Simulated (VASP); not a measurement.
A run of VASP 6.6.1 is set up as follows.

The input INCAR:

```
SYSTEM = Li2S
ALGO = Normal
EDIFF = 1E-6
ENCUT = 750
GGA = PE
GGA_COMPAT = .False.
ISIF = 2
ISMEAR = 0
LASPH = .True.
LCHARG = .False.
LREAL = .False.
LWAVE = .False.
NBANDS = 13
NELM = 120
PREC = Accurate
SIGMA = 0.01
```

File KPOINTS:

```
k-points
0
Gamma
  6 6 6
  0 0 0
```

The input POSCAR:

```
Li2S
1.0
    0.0000000000      2.8452944197      2.8452944197
    2.8452944197      0.0000000000      2.8452944197
    2.8452944197      2.8452944197      0.0000000000
Li S
2 1
Direct
    0.2500000000      0.2500000000      0.2500000000
    0.7500000000      0.7500000000      0.7500000000
    0.0000000000      0.0000000000      0.0000000000
```

Potentials or basis: VASP PAW PBE potentials, release 64 (Li_sv, S).

Command:

```console
$ cat potpaw_PBE.64/Li_sv/POTCAR potpaw_PBE.64/S/POTCAR > POTCAR
$ mpirun -np 1 vasp_std > vasp.out
```

Problem. Estimate the pressure.

Solution. 0.2 GPa.

Problem. Predict the band gap on the k mesh.

Solution. 3.39 eV (least direct gap 4.29 eV).

A k mesh can miss the band edges.
